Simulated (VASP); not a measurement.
## ZrB: single point with PBEsol

The system is ZrB.

```
Zr B
1.0
     0.00000    2.32500    2.32500
     2.32500    0.00000    2.32500
     2.32500    2.32500    0.00000
Zr B
1 1
Direct
  0.00000 0.00000 0.00000
  0.47312 0.47312 0.52688
```

This cell differs from its parent crystal: all B atoms moved +0.125 Å, as atom 2 towards its neighbour atom 1 (Zr) at 2.325 Å.

```yaml
Program: VASP 6.6.1
Task: single point
Functional: PBEsol
Potentials_or_basis: VASP PAW PBE potentials, release 64 (Zr_sv, B)
Cutoff: 520 eV
k_mesh: 18 × 18 × 18
Occupations: gaussian, width 0.15 eV
Spin: no spin polarisation
```

| Quantity | Value |
| --- | --- |
| Pressure | 30.6 GPa |
| Largest force | 1.352 eV/Å |
| Band gap on the k mesh | zero (an odd number of electrons rules out a gap without spin polarisation) |

Forces on the atoms (eV/Å):
```
Zr   0.000  0.000 -1.352
B    0.000  0.000  1.352
```

Stress tensor (GPa, compression positive):
```
29.13  0.00  0.00
 0.00 29.13  0.00
 0.00  0.00 33.59
```

Levels at points of the mesh, in eV from the Fermi level:
```csv
k point,band 4,band 5,band 6,band 7,band 8,band 9,band 10,band 11,band 12,band 13
"(0.00, 0.00, 0.00)",-24.44,-8.31,1.63,1.63,1.89,2.80,3.70,4.13,4.13,4.84
"(0.50, 0.00, 0.00)",-24.54,-4.26,-3.52,-1.41,-1.39,5.71,5.76,7.34,8.16,12.67
"(0.50, 0.50, 0.00)",-24.78,-6.44,-1.17,-0.24,2.56,2.56,5.50,6.90,6.90,10.23
"(0.00, 0.50, 0.50)",-24.78,-6.45,-1.33,-0.30,2.49,2.75,5.60,6.91,6.92,10.68
```

It took 37 s on 1 thread of Intel(R) Xeon(R) 6975P-C (Granite Rapids), on a shared host, peak memory 0.28 GiB.

Caveat: the cell differs from its parent crystal (all B atoms moved +0.125 Å, as atom 2 towards its neighbour atom 1 (Zr) at 2.325 Å); the cell stands under pressure; the PAW data sets were made with another functional, which shifts forces and pressure a little.
